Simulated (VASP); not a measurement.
# ScAl3 in VASP: a series of runs, part 3 of 3

VASP 6.6.1.

## (5) Single point, PBE

This run uses another cell than the first one, of 18.64 Å³/atom.

Contents of INCAR:

```
ALGO = Normal ; EDIFF = 1E-6
ENCUT = 500 ; GGA = PE
GGA_COMPAT = F ; ISIF = 2
ISMEAR = -1 ; LASPH = T
LCHARG = F ; LREAL = F
LWAVE = F ; NBANDS = 18
NELM = 120 ; PREC = Accurate
SIGMA = 0.05
```

Contents of KPOINTS:

```
k-points
0
Gamma
  9 9 9
```

Contents of POSCAR:

```
ScAl3
1.0
   -2.0392821822      2.0392821822      4.4814026223
    2.0392821822     -2.0392821822      4.4814026223
    2.0392821822      2.0392821822     -4.4814026223
Sc Al
1 3
Direct
    0.0000000000      0.0000000000      0.0000000000
    0.5000000000      0.5000000000      0.0000000000
    0.2500000000      0.7500000000      0.5000000000
    0.7500000000      0.2500000000      0.5000000000
```

Command:

```sh
$ cat potpaw_PBE.64/Sc_sv/POTCAR potpaw_PBE.64/Al/POTCAR > POTCAR
$ mpirun -np 1 vasp_std > vasp.out
```

Run time: 60 s. Hardware: 1 thread of Intel Xeon 6975P-C (Granite Rapids), shared host; peak memory 0.28 GiB.

The run converged. Its results:

| Property | Result |
| --- | --- |
| Free energy | -18.9157 eV |
| Pressure | -3.3 GPa |
| Band gap on the k mesh | zero (bands 10 and 11 overlap by 1.81 eV) |

Stress tensor (GPa, compression positive):
```
-3.36  0.00  0.00
 0.00 -3.36  0.00
 0.00  0.00 -3.20
```

Levels at points of the mesh, in eV from the Fermi level:
| k point | band 6 | band 7 | band 8 | band 9 | band 10 | band 11 | band 12 | band 13 | band 14 | band 15 |
| --- | --- | --- | --- | --- | --- | --- | --- | --- | --- | --- |
| (0.00, 0.00, 0.00) | -2.54 | -2.19 | -0.96 | -0.96 | -0.81 | 1.20 | 1.51 | 1.51 | 1.68 | 2.29 |

Caveat: the cell stands under tension.

## (6) Single point, PBE

This run uses another cell than the first one, of 19.00 Å³/atom.

Contents of INCAR:

```
SYSTEM = ScAl3
ALGO     = Normal         ! electronic algorithm
EDIFF    = 1E-6           ! SCF threshold, eV
ENCUT    = 500            ! plane-wave cutoff, eV
GGA      = PE             ! functional
GGA_COMPAT= .False.      
ISIF     = 2              ! what is computed and relaxed
ISMEAR   = -1             ! smearing method
LASPH    = .True.         ! aspherical terms in the spheres
LCHARG   = .False.        ! write CHGCAR
LREAL    = .False.        ! projectors in reciprocal space
LWAVE    = .False.        ! write WAVECAR
NBANDS   = 18             ! bands
NELM     = 120            ! most SCF steps
PREC     = Accurate       ! precision mode
SIGMA    = 0.05           ! smearing width, eV
```

Contents of KPOINTS:

```
k-points
0
Gamma
  9 9 9
  0 0 0
```

Contents of POSCAR:

```
ScAl3
1.0
   -2.0522715909      2.0522715909      4.5099473577
    2.0522715909     -2.0522715909      4.5099473577
    2.0522715909      2.0522715909     -4.5099473577
Sc Al
1 3
Direct
    0.0000000000      0.0000000000      0.0000000000
    0.5000000000      0.5000000000      0.0000000000
    0.2500000000      0.7500000000      0.5000000000
    0.7500000000      0.2500000000      0.5000000000
```

Potentials or basis: VASP PAW PBE potentials, release 64 (Sc_sv, Al).

Command:

```sh
$ cat potpaw_PBE.64/Sc_sv/POTCAR potpaw_PBE.64/Al/POTCAR > POTCAR
$ mpirun -np 1 vasp_std > vasp.out
```

Run time: 60 s. Hardware: 1 thread of Intel Xeon 6975P-C (Granite Rapids), shared host; peak memory 0.29 GiB.

Results (log left out):

- Free energy: -18.8809 eV
- Pressure: -4.6 GPa
- Band gap on the k mesh: zero (bands 10 and 11 overlap by 1.80 eV)

Stress tensor (GPa, compression positive):
```
-4.66  0.00  0.00
 0.00 -4.66  0.00
 0.00  0.00 -4.37
```

Levels at points of the mesh, in eV from the Fermi level:
```csv
k point,band 7,band 8,band 9,band 10,band 11,band 12,band 13,band 14
"(0.00, 0.00, 0.00)",-2.17,-0.94,-0.94,-0.79,1.10,1.48,1.48,1.65
```

Caveat: the cell stands under tension.

## (7) Single point, PBE (atoms moved at random)

Contents of INCAR:

```
SYSTEM = ScAl3
  PREC = Accurate
  ENCUT = 500
  EDIFF = 1E-6
  ISMEAR = -1
  SIGMA = 0.05
  LREAL = .False.
  LASPH = .True.
  NELM = 120
  ALGO = Normal
  ISIF = 2
  LWAVE = .False.
  LCHARG = .True.
  GGA = PE
  LELF = .True.
  LVHAR = .True.
  NBANDS = 18
  GGA_COMPAT = .False.
```

Contents of KPOINTS:

```
Automatic mesh
0
Gamma
  9 9 9
  0 0 0
```

Contents of POSCAR:

```
ScAl3
1.0
   -2.0127950000      2.0127950000      4.4231960000
    2.0127950000     -2.0127950000      4.4231960000
    2.0127950000      2.0127950000     -4.4231960000
Sc Al
1 3
Direct
    0.0213750000      0.0033620000      0.0189590000
    0.5066040000      0.5051140000      0.0075810000
    0.2449080000      0.7430800000      0.4933500000
    0.7382590000      0.2416120000      0.4835130000
```

Potentials or basis: VASP PAW PBE potentials, release 64 (Sc_sv, Al).

Command:

```sh
$ cat potpaw_PBE.64/Sc_sv/POTCAR potpaw_PBE.64/Al/POTCAR > POTCAR
$ mpirun -np 1 vasp_std > vasp.out
```

OUTCAR:

```text
SYSTEM = ScAl3
   PREC = Accurate
   ENCUT = 500
   EDIFF = 1E-6
   ISMEAR = -1
   LREAL = .False.
   LASPH = .True.
   NELM = 120
   ISIF = 2
   GGA = PE

 ion  position               nearest neighbor table
   1  0.021  0.003  0.019-   2 2.80   2 2.81   2 2.88   4 2.88   2 2.89   3 2.94   3 2.97   3 2.97
                             4 3.00   4 3.04   4 3.04   3 3.08
   2  0.507  0.505  0.008-   1 2.80   1 2.81   1 2.88   1 2.89   4 2.94   3 2.94   4 2.98   3 2.98
                             4 2.99   3 3.00   3 3.04   4 3.06
[... 708 lines left out ...]
  Direction    XX          YY          ZZ          XY          YZ          ZX
  --------------------------------------------------------------------------------------
  -------------------------------------------------------------------------------------
  Total       -0.0527885     -0.0546853     -0.0496666     -0.0079706      0.1113690      0.0185058
  in kB       -1.1799250     -1.2223239     -1.1101456     -0.1781592      2.4893140      0.4136399
  external PRESSURE =      -1.1707982 kB  Pullay stress =       0.0000000 kB

 VOLUME and BASIS-vectors are now :
 -----------------------------------------------------------------------------
  energy-cutoff  :      500.00
  volume of cell :       71.68
      direct lattice vectors                 reciprocal lattice vectors
    -2.012795000  2.012795000  4.423196000     0.000000000  0.248410792  0.113040435
     2.012795000 -2.012795000  4.423196000     0.248410792  0.000000000  0.113040435
     2.012795000  2.012795000 -4.423196000     0.248410792  0.248410792  0.000000000

 POSITION                                       TOTAL-FORCE (eV/Angst)
 -----------------------------------------------------------------------------------
      0.00190      0.07442      0.02556        -0.029774     -0.656331     -0.343993
      0.01226      0.01826      4.44149        -0.100319      0.238627     -0.077529
      1.99573     -0.00971      2.18788         0.033769      0.098472      0.211711
     -0.02644      1.97286      2.19549         0.096323      0.319232      0.209811
 -----------------------------------------------------------------------------------
    total drift:                               -0.000009      0.000193      0.000114

  FREE ENERGIE OF THE ION-ELECTRON SYSTEM (eV)
  ---------------------------------------------------
  free  energy   TOTEN  =       -18.9081505003 eV

  energy  without entropy=      -18.8913819345  energy(sigma->0) =      -18.89976622
```

Run time: 4.3 min. Hardware: 1 thread of Intel Xeon 6975P-C (Granite Rapids), shared host; peak memory 0.56 GiB.

What came out:

- Free energy: -18.9082 eV
- Pressure: -0.1 GPa
- Largest force: 0.742 eV/Å
- Band gap on the k mesh: zero (bands 10 and 11 overlap by 1.80 eV)

Forces in eV/Å, atoms in the order of the input:
```
Sc  -0.030 -0.656 -0.344
Al  -0.100  0.239 -0.078
Al   0.034  0.098  0.212
Al   0.096  0.319  0.210
```

Stress tensor (GPa, compression positive):
```
-0.12 -0.02  0.04
-0.02 -0.12  0.25
 0.04  0.25 -0.11
```

Caveat: the cell differs from its parent crystal (atoms moved at random).

## (8) The runs side by side

| cell | gap on the mesh (eV) | pressure (GPa) |
| --- | --- | --- |
| a = 5.260 Å, angles 135.0, 135.0, 65.5°, 4 atoms, atomic positions A | none | -0.4 |
| a = 5.295 Å, angles 135.0, 135.0, 65.5°, 4 atoms, atomic positions A | none | -1.9 |
| a = 5.329 Å, angles 135.0, 135.0, 65.5°, 4 atoms, atomic positions A | none | -3.3 |
| a = 5.363 Å, angles 135.0, 135.0, 65.5°, 4 atoms, atomic positions A | none | -4.6 |
| a = 5.260 Å, angles 135.0, 135.0, 65.5°, 4 atoms, atomic positions B | none | -0.1 |

Alike in all rows: task single point; level PBE; potentials or basis VASP PAW PBE potentials, release 64 (Sc_sv, Al); no spin polarisation; k mesh 9 × 9 × 9; cutoff (eV) 500; smearing fermi-dirac 0.05 eV.

Caveats: the cell stands under tension (at least some runs).

Total energies depend on the potentials used, so only differences within one code and one set of settings carry meaning.
